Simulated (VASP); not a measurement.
Cr: single point with BLYP

The system is Cr.

```
Cr
1.0
     2.30111    0.00000    0.00000
     0.00000    2.30111    0.00000
     0.00000    0.00000    2.30111
Cr
1
Direct
  0.00000 0.00000 0.00000
```

This cell differs from its parent crystal: volume scaled by 0.92.

| Quantity | Value |
| --- | --- |
| Program | VASP 6.6.1 |
| Task | single point |
| Functional | BLYP |
| Potentials or basis | VASP PAW PBE potentials, release 64 (Cr_pv) |
| Cutoff | 520 eV |
| k mesh | 15 × 15 × 15 |
| Occupations | fermi-dirac, width 0.05 eV |
| Spin | collinear spin, ferromagnetic start |
| Starting moments | [1.5] μB |
| Dipole correction | no |
| Further INCAR settings | ALGO = Normal; EDIFF = 1e-06; NBANDS = 16 |

```
Pressure                                              : 18.2 GPa
Band gap on the k mesh                                : zero (filled and empty bands overlap)
Net moment                                            : 0.01 μB per cell
Valence electrons inside the program's atomic spheres : Cr 11.20
```

Levels at points of the mesh, in eV from the Fermi level:
Spin up:
```csv
k point,band 2,band 3,band 4,band 5,band 6,band 7,band 8,band 9,band 10,band 11
"(0.00, 0.00, 0.00)",-42.29,-42.29,-7.27,-3.40,-3.40,2.66,2.66,2.66,7.27,20.41
```
Spin down:
```tsv
k point	band 4	band 5	band 6	band 7	band 8	band 9
(0.00, 0.00, 0.00)	-7.27	-3.39	-3.39	2.66	2.66	2.66
```

Run time: 16 s on 1 thread of Intel(R) Xeon(R) 6975P-C (Granite Rapids), on a shared host, peak memory 0.14 GiB.

Caveat: the starting moments collapsed, and a magnetic state may lie lower; the PAW data sets were made with another functional, which shifts forces and pressure a little.
